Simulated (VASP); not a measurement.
Wanted: the native input for a VASP 6.6.1 run.

| Property | Result |
| --- | --- |
| Task | single point |
| Functional | r2SCAN |
| Potentials or basis | VASP PAW PBE potentials, release 64 (Mg, O) |
| Cutoff | 520 eV |
| k mesh | 16 × 16 × 16 |
| Occupations | fermi-dirac, width 0.1 eV |
| Spin | no spin polarisation |
| Dipole correction | no |
| Further INCAR settings | ALGO = Normal; EDIFF = 1e-07; NBANDS = 11 |

MgO (zincblende type):

```
Mg O
1.0
     0.00000    2.28227    2.28227
     2.28227    0.00000    2.28227
     2.28227    2.28227    0.00000
Mg O
1 1
Direct
  0.00000 0.00000 0.00000
  0.25000 0.25000 0.25000
```

One way to write it, as run:

POSCAR

```
MgO
1.0
    0.0000000000      2.2822688454      2.2822688454
    2.2822688454      0.0000000000      2.2822688454
    2.2822688454      2.2822688454      0.0000000000
Mg O
1 1
Direct
    0.0000000000      0.0000000000      0.0000000000
    0.2500000000      0.2500000000      0.2500000000
```

INCAR.step1

```
SYSTEM = MgO
ALGO = Normal
EDIFF = 1E-4
ENCUT = 520
GGA = PE
ISMEAR = -1
LASPH = .True.
LCHARG = .False.
LREAL = .False.
LWAVE = .True.
NBANDS = 11
NELM = 100
PREC = Accurate
SIGMA = 0.1
```

INCAR.step2

```
SYSTEM = MgO
ALGO = Normal
EDIFF = 1E-7
ENCUT = 520
ISIF = 2
ISMEAR = -1
ISTART = 1
LASPH = .True.
LCHARG = .False.
LMIXTAU = .True.
LREAL = .False.
LWAVE = .False.
METAGGA = R2SCAN
NBANDS = 11
NELM = 100
PREC = Accurate
SIGMA = 0.1
```

KPOINTS

```
k-points
0
Gamma
  16 16 16
  0 0 0
```

Potentials or basis: VASP PAW PBE potentials, release 64 (Mg, O).

Command:

```sh
$ cat potpaw_PBE.64/Mg/POTCAR potpaw_PBE.64/O/POTCAR > POTCAR
$ cp INCAR.step1 INCAR
$ mpirun -np 1 vasp_std > vasp.out
$ cp INCAR.step2 INCAR
$ mpirun -np 1 vasp_std > vasp.out
```

Results of the run:

```
Pressure               : -0.6 GPa
Band gap on the k mesh : 4.32 eV, indirect (the least direct gap lies 0.4 meV higher)
```

Caveat: the PAW data sets were made with another functional, which shifts forces and pressure a little.

Wall time 42 s on 1 thread of Intel(R) Xeon(R) 6975P-C (Granite Rapids) (shared host), peak memory 0.17 GiB.
